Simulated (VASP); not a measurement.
# Li2Se (Fm-3m) in VASP: single point with PBE0

Aim: the single point of Li2Se with PBE0.

All numbers are computed with VASP 6.6.1; they aren't measurements. Logs are shortened: lines on timing, memory, paths and dates and some standing lists are left out, and cuts for length are marked.

### 1 The cell of the first run

The structure is cubic, space group Fm-3m (No. 225). The conventional cell has a = 5.987 Å, b = 5.987 Å, c = 5.987 Å, α = 90.00°, β = 90.00°, γ = 90.00°. Within 3.4 Å of Se (site symmetry m-3m) lie 8 Li at 2.59 Å. Li (site symmetry -43m) has 4 Se at 2.59 Å and 6 Li at 2.99 Å within 3.4 Å.

### 2 Single point, PBE0

The input, POSCAR:

```
Li2Se
1.0
    0.0000000000      2.9935210577      2.9935210577
    2.9935210577      0.0000000000      2.9935210577
    2.9935210577      2.9935210577      0.0000000000
Se Li
1 2
Direct
    0.0000000000      0.0000000000      0.0000000000
    0.2500000000      0.2500000000      0.2500000000
    0.7500000000      0.7500000000      0.7500000000
```

The input, INCAR.step1:

```
PREC = Accurate ; ENCUT = 650
EDIFF = 1E-5 ; ISMEAR = 0
SIGMA = 0.01 ; LREAL = F
LASPH = T ; NELM = 120
ALGO = Normal ; ISIF = 2
LWAVE = T ; LCHARG = F
NBANDS = 13 ; GGA = PE
GGA_COMPAT = F
```

The input, INCAR.step2:

```
PREC = Accurate ; ENCUT = 650
EDIFF = 1E-6 ; ISMEAR = 0
SIGMA = 0.01 ; LREAL = F
LASPH = T ; NELM = 120
ALGO = Normal ; ISIF = 2
LWAVE = F ; LCHARG = F
GGA = PE ; LHFCALC = T
AEXX = 0.25 ; PRECFOCK = Normal
NBANDS = 13 ; ISTART = 1
GGA_COMPAT = F
```

The input, KPOINTS:

```
Automatic mesh
0
Gamma
  6 6 6
```

Potentials or basis: VASP PAW PBE potentials, release 64 (Se, Li_sv).

Started as:

```
$ cat potpaw_PBE.64/Se/POTCAR potpaw_PBE.64/Li_sv/POTCAR > POTCAR
$ cp INCAR.step1 INCAR
$ mpirun -np 1 vasp_std > vasp.out
$ cp INCAR.step2 INCAR
$ mpirun -np 1 vasp_std > vasp.out
```

OUTCAR:

```text
PREC = Accurate
   ENCUT = 650
   EDIFF = 1E-6
   ISMEAR = 0
   LREAL = F
   LASPH = T
   NELM = 120
   ISIF = 2
   GGA = PE
   LHFCALC = T
   AEXX = 0.25
   PRECFOCK = Normal
   ISTART = 1

 ion  position               nearest neighbor table
   1  0.000  0.000  0.000-   3 2.59   3 2.59   3 2.59   2 2.59   2 2.59   2 2.59   3 2.59   2 2.59

   2  0.250  0.250  0.250-   1 2.59   1 2.59   1 2.59   1 2.59
   3  0.750  0.750  0.750-   1 2.59   1 2.59   1 2.59   1 2.59

  LATTYP: Found a face centered cubic cell.
 ALAT       =     5.9870421154

  Lattice vectors:

 A1 = (   0.0000000000,   2.9935210577,   2.9935210577)
 A2 = (   2.9935210577,   0.0000000000,   2.9935210577)
 A3 = (   2.9935210577,   2.9935210577,   0.0000000000)

Analysis of symmetry for initial positions (statically):
=====================================================================
 Subroutine PRICEL returns:
 Original cell was already a primitive cell.

 Routine SETGRP: Setting up the symmetry group for a
 face centered cubic supercell.

 Subroutine GETGRP returns: Found 48 space group operations
 (whereof 48 operations were pure point group operations)
 out of a pool of 48 trial point group operations.

The static configuration has the point symmetry O_h .

Analysis of symmetry for dynamics (positions and initial velocities):
=====================================================================
 Subroutine PRICEL returns:
 Original cell was already a primitive cell.

 Routine SETGRP: Setting up the symmetry group for a
 face centered cubic supercell.

 Subroutine GETGRP returns: Found 48 space group operations
 (whereof 48 operations were pure point group operations)
 out of a pool of 48 trial point group operations.

The dynamic configuration has the point symmetry O_h .

 Subroutine INISYM returns: Found 48 space group operations
 (whereof 48 operations are pure point group operations),
 and found     1 'primitive' translations

----------------------------------------------------------------------------------------

                                     Primitive cell

  volume of cell :      53.6509

  direct lattice vectors                    reciprocal lattice vectors
     0.000000000  2.993521058  2.993521058    -0.167027387  0.167027387  0.167027387
     2.993521058  0.000000000  2.993521058     0.167027387 -0.167027387  0.167027387
     2.993521058  2.993521058  0.000000000     0.167027387  0.167027387 -0.167027387

  length of vectors
     4.233478079  4.233478079  4.233478079     0.289299920  0.289299920  0.289299920

  position of ions in fractional coordinates (direct lattice)
     0.000000000  0.000000000  0.000000000
     0.250000000  0.250000000  0.250000000
     0.750000000  0.750000000  0.750000000

  ion indices of the primitive-cell ions
   primitive index   ion index
                 1           1
                 2           2
                 3           3

----------------------------------------------------------------------------------------

 KPOINTS: Automatic mesh

Automatic generation of k-mesh.
 Grid dimensions read from file:
 generate k-points for:    6    6    6

 Generating k-lattice:

  Cartesian coordinates                     Fractional coordinates (reciprocal lattice)
    -0.027837898  0.027837898  0.027837898     0.166666667  0.000000000  0.000000000
     0.027837898 -0.027837898  0.027837898     0.000000000  0.166666667  0.000000000
     0.027837898  0.027837898 -0.027837898     0.000000000  0.000000000  0.166666667

  Length of vectors
     0.048216653  0.048216653  0.048216653

  Shift w.r.t. Gamma in fractional coordinates (k-lattice)
     0.000000000  0.000000000  0.000000000

 Subroutine IBZKPT returns following result:
 ===========================================

 Found     16 irreducible k-points:

 Following reciprocal coordinates:
            Coordinates               Weight
  0.000000  0.000000  0.000000      1.000000
  0.166667  0.000000  0.000000      8.000000
  0.333333  0.000000  0.000000      8.000000
  0.500000  0.000000  0.000000      4.000000
  0.166667  0.166667  0.000000      6.000000
  0.333333  0.166667  0.000000     24.000000
[... 8 lines left out ...]
 -0.333333  0.333333  0.166667     24.000000
 -0.333333  0.500000  0.166667     12.000000
   k-points           NKPTS =     16   k-points in BZ     NKDIM =    216   number of bands    NBANDS=     13
   number of dos      NEDOS =    301   number of ions     NIONS =      3
   total plane-waves  NPLWV =  46656
   dimension x,y,z NGX =    36 NGY =   36 NGZ =   36
   dimension x,y,z NGXF=    72 NGYF=   72 NGZF=   72
   ions per type =               1   2
   NGX,Y,Z   is equivalent  to a cutoff of  14.14, 14.14, 14.14 a.u.
   NGXF,Y,Z  is equivalent  to a cutoff of  28.27, 28.27, 28.27 a.u.
 SYSTEM =  unknown system
   PREC   = accura    normal or accurate (medium, high low for compatibility)
   ISTART =      1    job   : 0-new  1-cont  2-samecut
   ICHARG =      0    charge: 1-file 2-atom 10-const
   ISPIN  =      1    spin polarized calculation?
   LNONCOLLINEAR =      F non collinear calculations
   LSORBIT =      F    spin-orbit coupling
   LASPH  =      T    aspherical Exc in radial PAW
   ENCUT  =  650.0 eV  47.77 Ry    6.91 a.u.   8.80  8.80  8.80*2*pi/ulx,y,z
   NELM   =    120;   NELMIN=  2; NELMDL=  0     # of ELM steps
   EDIFF  = 0.1E-05   stopping-criterion for ELM
   LREAL  =      F    real-space projection
   EDIFFG = 0.1E-04   stopping-criterion for IOM
   NSW    =      0    number of steps for IOM
   IBRION =     -1    ionic relax: 0-MD 1-quasi-New 2-CG
   NFREE  =      0    steps in history (QN), initial steepest desc. (CG)
   ISIF   =      2    stress and relaxation
   ISYM   =      3    0-nonsym 1-usesym 2-fastsym
   POTIM  = 0.5000    time-step for ionic-motion
   TEBEG  =    0.0;   TEEND  =   0.0 temperature during run
   PSTRESS=    0.0 pullay stress
   NELECT =      12.0000    total number of electrons
   NUPDOWN=      -1.0000    fix difference up-down
   EMIN   =  10.00;   EMAX   =-10.00  energy-range for DOS
   EFERMI =   0.00;   METHOD = LEGACY
   ISMEAR =     0;   SIGMA  =   0.01  broadening in eV -4-tet -1-fermi 0-gaus
   EFERMI_NEDOS =   21; number of points for ismear=-14 and -15
   IALGO  =     38    algorithm
   IMIX   =      1    mixing-type and parameters
     AMIX     =   0.40;   BMIX     =  1.00
     AMIX_MAG =   1.60;   BMIX_MAG =  1.00
  volume/ion in A,a.u.               =      17.88       120.68
  Fermi-wavevector in a.u.,A,eV,Ry     =   0.993748  1.877911 13.436230  0.987535
  Thomas-Fermi vector in A             =   2.125651
   LORBIT       =      0    0 simple, 1 ext, 2 COOP (PROOUT), +10 PAW based schemes
   GGA     = PE    functional components
   LHFCALC =     T    Hartree Fock is set to
   PRECFOCK=normal    Normal, Fast or Accurate (Low or Medium for compatibility)
   ENCUT4O =  -1.0   cutoff for four orbital integrals eV
   NKREDX  =     1    reduce k-point grid by
   NKREDY  =     1    reduce k-point grid by
   NKREDZ  =     1    reduce k-point grid by
   AEXX    =    0.2500 exact exchange contribution
   HFSCREEN=    0.0000 screening length (either q_TF or 0.3 A-1)
   HFSCREENC=   0.0000 screening length for correlation (either q_TF or 0.3 A-1)
   ENCUTFOCK=  -1.0 apply spherical cutoff to Coloumb kernel
   IVDW    =     0    specifies the selected vdW correction
   LEPSILON=     F    determine dielectric tensor
   LRPA    =     F    only Hartree local field effects (RPA)
 non-spin polarized calculation
 Gauss-broadening in eV      SIGMA  =   0.01
  energy-cutoff  :      650.00
  volume of cell :       53.65
 maximum number of plane-waves:      2044
  NGX = 28; NGY = 28; NGZ = 28

 number of electron      11.9999994 magnetization

 Free energy of the ion-electron system (eV)
  ---------------------------------------------------
  ext. energy  EPLUGINS =         0.00000000
  ---------------------------------------------------
  free energy    TOTEN  =       -13.44829371 eV

  energy without entropy =      -13.44829371  energy(sigma->0) =      -13.44829371

 E-fermi :   0.2224     XC(G=0):  -6.5645

 val. band max:        0.0275927605   @ k =   0.0000   0.0000   0.0000
 cond. band min:       4.5315902875   @ k =   0.5000   0.5000   0.0000
 fundamental gap:      4.5039975270
 Fermi energy:         0.2224090208

 k-point     1 :       0.0000    0.0000    0.0000
  band No.  band energies     occupation
      1     -47.7848      2.00000
      2     -47.7587      2.00000
      3     -12.5226      2.00000
      4       0.0276      2.00000
      5       0.0276      2.00000
      6       0.0276      2.00000
      7       5.0886      0.00000
      8       7.4278      0.00000
      9       7.4278      0.00000
     10       7.4278      0.00000
     11      12.5661      0.00000
     12      12.5661      0.00000
     13      12.9298      0.00000

 k-point     2 :       0.1667    0.0000    0.0000
  band No.  band energies     occupation
      1     -47.7829      2.00000
      2     -47.7604      2.00000
      3     -12.4227      2.00000
      4      -1.0832      2.00000
      5      -0.1398      2.00000
      6      -0.1398      2.00000
      7       5.8580      0.00000
      8       7.8127      0.00000
      9       7.8127      0.00000
     10       8.0995      0.00000
     11      11.0435      0.00000
     12      11.0435      0.00000
     13      13.1089      0.00000
[... 193 lines left out ...]
 k-point    15 :      -0.3333    0.3333    0.1667
  band No.  band energies     occupation
      1     -47.7711      2.00000
      2     -47.7710      2.00000
      3     -11.9807      2.00000
      4      -2.6464      2.00000
      5      -1.7835      2.00000
      6      -1.2959      2.00000
      7       6.9315      0.00000
      8       7.8978      0.00000
      9      10.2025      0.00000
     10      10.7242      0.00000
     11      10.8749      0.00000
     12      12.9836      0.00000
     13      14.7770      0.00000

 k-point    16 :      -0.3333    0.5000    0.1667
  band No.  band energies     occupation
      1     -47.7733      2.00000
      2     -47.7688      2.00000
      3     -11.9464      2.00000
      4      -2.3364      2.00000
      5      -1.8494      2.00000
      6      -1.8170      2.00000
      7       5.8852      0.00000
      8       8.9234      0.00000
      9       9.5008      0.00000
     10      11.2968      0.00000
     11      12.8306      0.00000
     12      13.7445      0.00000
     13      14.1242      0.00000

------------------------ aborting loop because EDIFF is reached ----------------------------------------

  FORCE on cell =-STRESS in cart. coord.  units (eV):
  Direction    XX          YY          ZZ          XY          YZ          ZX
  --------------------------------------------------------------------------------------
  -------------------------------------------------------------------------------------
  Total       -0.1849814     -0.1849814     -0.1849814      0.0000000      0.0000000     -0.0000000
  in kB       -5.5241026     -5.5241026     -5.5241026      0.0000000      0.0000000     -0.0000000
  external PRESSURE =      -5.5241026 kB  Pullay stress =       0.0000000 kB

 VOLUME and BASIS-vectors are now :
 -----------------------------------------------------------------------------
  energy-cutoff  :      650.00
  volume of cell :       53.65
      direct lattice vectors                 reciprocal lattice vectors
     0.000000000  2.993521058  2.993521058    -0.167027387  0.167027387  0.167027387
     2.993521058  0.000000000  2.993521058     0.167027387 -0.167027387  0.167027387
     2.993521058  2.993521058  0.000000000     0.167027387  0.167027387 -0.167027387

 POSITION                                       TOTAL-FORCE (eV/Angst)
 -----------------------------------------------------------------------------------
      0.00000      0.00000      0.00000         0.000000      0.000000     -0.000000
      1.49676      1.49676      1.49676         0.000000      0.000000      0.000000
      4.49028      4.49028      4.49028        -0.000000     -0.000000     -0.000000
 -----------------------------------------------------------------------------------
    total drift:                               -0.000000     -0.000000     -0.000000

  FREE ENERGIE OF THE ION-ELECTRON SYSTEM (eV)
  ---------------------------------------------------
  free  energy   TOTEN  =       -13.4482937148 eV

  energy  without entropy=      -13.4482937148  energy(sigma->0) =      -13.44829371
```

Run time: 47 min. Hardware: 1 thread of AMD EPYC 7R13, shared host; peak memory 0.22 GiB.

What came out:

```
Free energy            : -13.4483 eV
Pressure               : -0.6 GPa
Band gap on the k mesh : 4.50 eV (least direct gap 5.06 eV)
```

Caveat: the PAW data sets were made with another functional, which shifts forces and pressure a little.
